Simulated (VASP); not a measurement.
# Mg (P6/mmm) in VASP: single point with PBE

Aim: the single point of Mg with PBE.

Everything below comes from runs of VASP 6.6.1. Logs are shortened: lines on timing, memory, paths and dates and some standing lists are left out, and cuts for length are marked.

### 1 The cell of the first run

Symmetry: P6/mmm, No. 191, hexagonal system. The conventional cell has a = 3.050 Å, b = 3.050 Å, c = 3.045 Å, α = 90.00°, β = 90.00°, γ = 120.00°. Within 4.0 Å of Mg (site symmetry 6/mmm) lie 8 Mg at 3.04 to 3.05 Å.

This isn't the form of Mg at room conditions, which is hcp.

### 2 Single point, PBE

Contents of INCAR:

```
PREC = Accurate ; ENCUT = 600
EDIFF = 1E-6 ; ISMEAR = 0
SIGMA = 0.1 ; LREAL = F
LASPH = T ; NELM = 120
ALGO = Normal ; ISIF = 2
LWAVE = F ; LCHARG = F
GGA = PE ; NBANDS = 7
GGA_COMPAT = F
```

Contents of KPOINTS:

```
Automatic mesh
0
Gamma
  6 6 6
```

Contents of POSCAR:

```
Mg
1.0
    3.0502998005      0.0000000000      0.0000000000
   -1.5251499003      2.6416371164      0.0000000000
    0.0000000000      0.0000000000      3.0448375700
Mg
1
Direct
    0.0000000000      0.0000000000      0.0000000000
```

Potentials or basis: VASP PAW PBE potentials, release 64 (Mg).

Launch:

```
$ cat potpaw_PBE.64/Mg/POTCAR > POTCAR
$ mpirun -np 1 vasp_std > vasp.out
```

OUTCAR:

```text
PREC = Accurate
   ENCUT = 600
   EDIFF = 1E-6
   ISMEAR = 0
   LREAL = F
   LASPH = T
   NELM = 120
   ISIF = 2
   GGA = PE

 ion  position               nearest neighbor table
   1  0.000  0.000  0.000-

  LATTYP: Found a hexagonal cell.
 ALAT       =     3.0502998005
 C/A-ratio  =     0.9982092808

  Lattice vectors:

 A1 = (   3.0502998005,   0.0000000000,   0.0000000000)
 A2 = (  -1.5251499003,   2.6416371164,   0.0000000000)
 A3 = (   0.0000000000,   0.0000000000,   3.0448375700)

Analysis of symmetry for initial positions (statically):
=====================================================================
 Subroutine PRICEL returns:
 Original cell was already a primitive cell.

 Routine SETGRP: Setting up the symmetry group for a
 hexagonal supercell.

 Subroutine GETGRP returns: Found 24 space group operations
 (whereof 24 operations were pure point group operations)
 out of a pool of 24 trial point group operations.

The static configuration has the point symmetry D_6h.

Analysis of symmetry for dynamics (positions and initial velocities):
=====================================================================
 Subroutine PRICEL returns:
 Original cell was already a primitive cell.

 Routine SETGRP: Setting up the symmetry group for a
 hexagonal supercell.

 Subroutine GETGRP returns: Found 24 space group operations
 (whereof 24 operations were pure point group operations)
 out of a pool of 24 trial point group operations.

The dynamic configuration has the point symmetry D_6h.

 Subroutine INISYM returns: Found 24 space group operations
 (whereof 24 operations are pure point group operations),
 and found     1 'primitive' translations

----------------------------------------------------------------------------------------

                                     Primitive cell

  volume of cell :      24.5346

  direct lattice vectors                    reciprocal lattice vectors
     3.050299800  0.000000000  0.000000000     0.327836628  0.189276565  0.000000000
    -1.525149900  2.641637116  0.000000000     0.000000000  0.378553130  0.000000000
     0.000000000  0.000000000  3.044837570     0.000000000  0.000000000  0.328424744

  length of vectors
     3.050299800  3.050299801  3.044837570     0.378553130  0.378553130  0.328424744

  position of ions in fractional coordinates (direct lattice)
     0.000000000  0.000000000  0.000000000

  ion indices of the primitive-cell ions
   primitive index   ion index
                 1           1

----------------------------------------------------------------------------------------

 KPOINTS: Automatic mesh

Automatic generation of k-mesh.
 Grid dimensions read from file:
 generate k-points for:    6    6    6

 Generating k-lattice:

  Cartesian coordinates                     Fractional coordinates (reciprocal lattice)
     0.054639438  0.031546094  0.000000000     0.166666667  0.000000000  0.000000000
     0.000000000  0.063092188  0.000000000     0.000000000  0.166666667  0.000000000
     0.000000000  0.000000000  0.054737457     0.000000000  0.000000000  0.166666667

  Length of vectors
     0.063092188  0.063092188  0.054737457

  Shift w.r.t. Gamma in fractional coordinates (k-lattice)
     0.000000000  0.000000000  0.000000000

 Subroutine IBZKPT returns following result:
 ===========================================

 Found     28 irreducible k-points:

 Following reciprocal coordinates:
            Coordinates               Weight
  0.000000  0.000000  0.000000      1.000000
  0.166667  0.000000  0.000000      6.000000
  0.333333  0.000000  0.000000      6.000000
  0.500000  0.000000  0.000000      3.000000
  0.166667  0.166667  0.000000      6.000000
  0.333333  0.166667  0.000000     12.000000
[... 16 lines left out ...]
  0.166667  0.000000  0.500000      6.000000
  0.333333  0.000000  0.500000      6.000000
 [... further k-points ...]
   k-points           NKPTS =     28   k-points in BZ     NKDIM =     28   number of bands    NBANDS=      7
   number of dos      NEDOS =    301   number of ions     NIONS =      1
   total plane-waves  NPLWV =  13824
   dimension x,y,z NGX =    24 NGY =   24 NGZ =   24
   dimension x,y,z NGXF=    48 NGYF=   48 NGZF=   48
   ions per type =               1
   NGX,Y,Z   is equivalent  to a cutoff of  13.08, 13.08, 13.10 a.u.
   NGXF,Y,Z  is equivalent  to a cutoff of  26.16, 26.16, 26.21 a.u.
 SYSTEM =  unknown system
   PREC   = accura    normal or accurate (medium, high low for compatibility)
   ISTART =      0    job   : 0-new  1-cont  2-samecut
   ICHARG =      2    charge: 1-file 2-atom 10-const
   ISPIN  =      1    spin polarized calculation?
   LNONCOLLINEAR =      F non collinear calculations
   LSORBIT =      F    spin-orbit coupling
   LASPH  =      T    aspherical Exc in radial PAW
   ENCUT  =  600.0 eV  44.10 Ry    6.64 a.u.   6.09  6.09  6.08*2*pi/ulx,y,z
   NELM   =    120;   NELMIN=  2; NELMDL= -5     # of ELM steps
   EDIFF  = 0.1E-05   stopping-criterion for ELM
   LREAL  =      F    real-space projection
[... 7 lines left out ...]
   TEBEG  =    0.0;   TEEND  =   0.0 temperature during run
   PSTRESS=    0.0 pullay stress
   NELECT =       2.0000    total number of electrons
   NUPDOWN=      -1.0000    fix difference up-down
   EMIN   =  10.00;   EMAX   =-10.00  energy-range for DOS
   EFERMI =   0.00;   METHOD = LEGACY
   ISMEAR =     0;   SIGMA  =   0.10  broadening in eV -4-tet -1-fermi 0-gaus
   EFERMI_NEDOS =   21; number of points for ismear=-14 and -15
   IALGO  =     38    algorithm
   IMIX   =      4    mixing-type and parameters
     AMIX     =   0.40;   BMIX     =  1.00
     AMIX_MAG =   1.60;   BMIX_MAG =  1.00
  volume/ion in A,a.u.               =      24.53       165.57
  Fermi-wavevector in a.u.,A,eV,Ry     =   0.709836  1.341396  6.855535  0.503868
  Thomas-Fermi vector in A             =   1.796524
   LORBIT       =      0    0 simple, 1 ext, 2 COOP (PROOUT), +10 PAW based schemes
   GGA     = PE    functional components
   LHFCALC =     F    Hartree Fock is set to
   AEXX    =    0.0000 exact exchange contribution
   IVDW    =     0    specifies the selected vdW correction
   LEPSILON=     F    determine dielectric tensor
   LRPA    =     F    only Hartree local field effects (RPA)
 non-spin polarized calculation
 Gauss-broadening in eV      SIGMA  =   0.10
  energy-cutoff  :      600.00
  volume of cell :       24.53
 maximum number of plane-waves:       837
   NGX = 13   NGY = 13   NGZ = 13

 number of electron       2.0000000 magnetization

 Free energy of the ion-electron system (eV)
  ---------------------------------------------------
  ext. energy  EPLUGINS =         0.00000000
  ---------------------------------------------------
  free energy    TOTEN  =        -1.31055129 eV

  energy without entropy =       -1.30786260  energy(sigma->0) =       -1.30920695

 E-fermi :   2.3118     XC(G=0):  -8.2670

 val. band max:        2.2955161074   @ k =   0.5000   0.0000   0.3333
 cond. band min:       2.3319201745   @ k =   0.3333   0.3333   0.0000
 fundamental gap:      0.0364040671
 Fermi energy:         2.3117802066

 k-point     1 :       0.0000    0.0000    0.0000
  band No.  band energies     occupation
      1      -4.3807      2.00000
      2      10.2682      0.00000
      3      11.0034      0.00000
      4      14.8237      0.00000
      5      14.8237      0.00000
      6      15.9220      0.00000
      7      15.9220      0.00000

 k-point     2 :       0.1667    0.0000    0.0000
  band No.  band energies     occupation
      1      -3.7817      2.00000
      2       9.3762      0.00000
      3      11.0861      0.00000
      4      11.5027      0.00000
      5      12.8292      0.00000
      6      15.1041      0.00000
      7      18.9320      0.00000

 k-point     3 :       0.3333    0.0000    0.0000
  band No.  band energies     occupation
      1      -2.0073      2.00000
      2       4.8261      0.00000
      3      10.7325      0.00000
      4      11.3674      0.00000
      5      13.0037      0.00000
      6      15.2564      0.00000
      7      19.1358      0.00000

 k-point     4 :       0.5000    0.0000    0.0000
  band No.  band energies     occupation
      1       0.6843      2.00000
      2       1.1078      2.00000
      3      10.5101      0.00000
      4      10.8791      0.00000
      5      15.1630      0.00000
      6      15.9785      0.00000
      7      17.0558      0.00000

 k-point     5 :       0.1667    0.1667    0.0000
  band No.  band energies     occupation
      1      -2.5950      2.00000
      2       7.3107      0.00000
      3       7.7272      0.00000
      4      12.5047      0.00000
      5      13.1205      0.00000
      6      17.6182      0.00000
      7      18.2718      0.00000

 k-point     6 :       0.3333    0.1667    0.0000
  band No.  band energies     occupation
      1      -0.2695      2.00000
      2       3.1610      0.00000
      3       6.5253      0.00000
      4      14.5069      0.00000
      5      14.7115      0.00000
      6      17.2753      0.00000
      7      17.6377      0.00000

 k-point     7 :       0.3333    0.3333    0.0000
  band No.  band energies     occupation
      1       2.3319      0.77578
      2       2.3319      0.77578
      3       3.1868      0.00000
      4      16.8919      0.00000
      5      16.8919      0.00000
      6      17.4724      0.00000
      7      17.6472      0.00000

 k-point     8 :       0.0000    0.0000    0.1667
  band No.  band energies     occupation
      1      -3.9329      2.00000
      2       6.3230      0.00000
      3      15.1250      0.00000
      4      15.1979      0.00000
      5      15.1979      0.00000
      6      16.2430      0.00000
      7      16.2430      0.00000

 k-point     9 :       0.1667    0.0000    0.1667
  band No.  band energies     occupation
      1      -3.3362      2.00000
      2       6.7900      0.00000
      3      10.3421      0.00000
      4      13.2027      0.00000
      5      13.8228      0.00000
      6      17.3330      0.00000
      7      19.1578      0.00000

 k-point    10 :       0.3333    0.0000    0.1667
  band No.  band energies     occupation
      1      -1.5690      2.00000
      2       5.1986      0.00000
      3       8.5391      0.00000
      4      11.7440      0.00000
      5      12.2373      0.00000
      6      16.1055      0.00000
      7      19.1196      0.00000

 k-point    11 :       0.5000    0.0000    0.1667
  band No.  band energies     occupation
      1       1.0919      2.00000
      2       1.5537      2.00000
      3      10.0391      0.00000
      4      11.2560      0.00000
      5      11.3252      0.00000
      6      13.9002      0.00000
      7      20.3884      0.00000
[... 51 lines left out ...]
 k-point    17 :       0.3333    0.0000    0.3333
  band No.  band energies     occupation
      1      -0.2690      2.00000
      2       4.7020      0.00000
      3       6.7506      0.00000
      4      11.1437      0.00000
      5      12.8724      0.00000
      6      14.8641      0.00000
      7      17.4857      0.00000

 k-point    18 :       0.5000    0.0000    0.3333
  band No.  band energies     occupation
      1       2.2955      1.18192
      2       2.8632      0.00000
      3       7.5863      0.00000
      4       7.7119      0.00000
      5      12.3884      0.00000
      6      14.0628      0.00000
      7      17.0067      0.00000

 k-point    19 :       0.1667    0.1667    0.3333
  band No.  band energies     occupation
      1      -0.8465      2.00000
      2       4.2406      0.00000
      3       8.8684      0.00000
      4       9.9290      0.00000
      5      14.3606      0.00000
      6      14.6607      0.00000
      7      19.3560      0.00000

 k-point    20 :       0.3333    0.1667    0.3333
  band No.  band energies     occupation
      1       1.4315      2.00000
      2       4.7134      0.00000
      3       6.4904      0.00000
      4       8.3531      0.00000
      5      10.5146      0.00000
      6      13.5516      0.00000
      7      18.4801      0.00000

 k-point    21 :       0.3333    0.3333    0.3333
  band No.  band energies     occupation
      1       3.9322      0.00000
      2       3.9322      0.00000
      3       4.8303      0.00000
      4       9.2954      0.00000
      5       9.2954      0.00000
      6      10.6193      0.00000
      7      23.4597      0.00000

 k-point    22 :       0.0000    0.0000    0.5000
  band No.  band energies     occupation
      1      -0.7140      2.00000
      2      -0.0744      2.00000
      3      16.9907      0.00000
      4      16.9907      0.00000
      5      18.4483      0.00000
      6      18.4483      0.00000
      7      19.4092      0.00000

 k-point    23 :       0.1667    0.0000    0.5000
  band No.  band energies     occupation
      1      -0.1207      2.00000
      2       0.4844      2.00000
      3      12.8733      0.00000
      4      13.8698      0.00000
      5      15.6873      0.00000
      6      16.7522      0.00000
      7      18.1282      0.00000

 k-point    24 :       0.3333    0.0000    0.5000
  band No.  band energies     occupation
      1       1.6036      2.00000
      2       2.1605      1.96756
      3       8.3771      0.00000
      4       8.9253      0.00000
      5      14.4783      0.00000
      6      15.1208      0.00000
      7      16.5299      0.00000

 [... further k-points ...]

------------------------ aborting loop because EDIFF is reached ----------------------------------------

  FORCE on cell =-STRESS in cart. coord.  units (eV):
  Direction    XX          YY          ZZ          XY          YZ          ZX
  --------------------------------------------------------------------------------------
  -------------------------------------------------------------------------------------
  Total        0.1212152      0.1212152      0.1593950     -0.0000000     -0.0000000      0.0000000
  in kB        7.9156720      7.9156720     10.4089143     -0.0000000     -0.0000000      0.0000000
  external PRESSURE =       8.7467527 kB  Pullay stress =       0.0000000 kB

 VOLUME and BASIS-vectors are now :
 -----------------------------------------------------------------------------
  energy-cutoff  :      600.00
  volume of cell :       24.53
      direct lattice vectors                 reciprocal lattice vectors
     3.050299800  0.000000000  0.000000000     0.327836628  0.189276565  0.000000000
    -1.525149900  2.641637116  0.000000000     0.000000000  0.378553130  0.000000000
     0.000000000  0.000000000  3.044837570     0.000000000  0.000000000  0.328424744

 POSITION                                       TOTAL-FORCE (eV/Angst)
 -----------------------------------------------------------------------------------
      0.00000      0.00000      0.00000         0.000000      0.000000      0.000000
 -----------------------------------------------------------------------------------
    total drift:                                0.000000      0.000000      0.000000

  FREE ENERGIE OF THE ION-ELECTRON SYSTEM (eV)
  ---------------------------------------------------
  free  energy   TOTEN  =        -1.3105512878 eV

  energy  without entropy=       -1.3078626037  energy(sigma->0) =       -1.30920695
```

It took 2.7 s on 1 thread of AMD EPYC 9R45 (Zen 5), shared host; peak memory 0.1 GiB.

What came out:

```
Free energy            : -1.3106 eV
Pressure               : 0.9 GPa
Band gap on the k mesh : zero (bands 1 and 2 overlap by 5.38 eV)
```

Levels at points of the mesh, in eV from the Fermi level:
```
           k point  band 1  band 2  band 3  band 4  band 5
(0.00, 0.00, 0.00)   -6.69    7.96    8.69   12.51   12.51
(0.50, 0.00, 0.00)   -1.63   -1.20    8.20    8.57   12.85
(0.00, 0.00, 0.50)   -3.03   -2.39   14.68   14.68   16.14
(0.50, 0.00, 0.50)    1.43    2.36    2.98    3.00   11.75
```

Caveat: the k points lie up to 0.40 Å⁻¹ apart, too coarse for converged energies and pressures of a metal.

The gap in the log of VASP goes by the Fermi energy; the results here count the filled bands.